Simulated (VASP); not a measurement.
Input of a VASP 6.6.1 run:

File INCAR:

```
SYSTEM = LiSc
PREC = Accurate ; ENCUT = 750
EDIFF = 1E-6 ; ISMEAR = -1
SIGMA = 0.05 ; LREAL = .FALSE.
LASPH = .TRUE. ; NELM = 120
ALGO = Normal ; ISIF = 2
LWAVE = .FALSE. ; LCHARG = .FALSE.
NBANDS = 38 ; GGA_COMPAT = .FALSE.
```

The input KPOINTS:

```
Automatic mesh
0
G
  9 9 9
  0 0 0
```

Contents of POSCAR:

```
LiSc
1.0
    0.0000000000      4.8456802967      4.0789457516
    4.0789457516      0.0000000000      4.0789457516
    4.0789457516      4.8456802967      0.0000000000
Li Sc
4 4
Direct
    0.0000000000      0.0000000000      0.0000000000
    0.0000000000      0.5000000000      0.0000000000
    0.5000000000      0.0000000000      0.5000000000
    0.5000000000      0.5000000000      0.5000000000
    0.0000000000      0.0000000000      0.5000000000
    0.0000000000      0.5000000000      0.5000000000
    0.5000000000      0.0000000000      0.0000000000
    0.5000000000      0.5000000000      0.0000000000
```

Potentials or basis: VASP PAW LDA potentials, release 64 (Li_sv, Sc_sv).

The run is started by

```sh
$ cat potpaw_LDA.64/Li_sv/POTCAR potpaw_LDA.64/Sc_sv/POTCAR > POTCAR
$ mpirun -np 1 vasp_std > vasp.out
```

Predict the pressure.

0.0 GPa.

Estimate the band gap on the k mesh.

zero (bands 28 and 29 overlap by 0.44 eV).
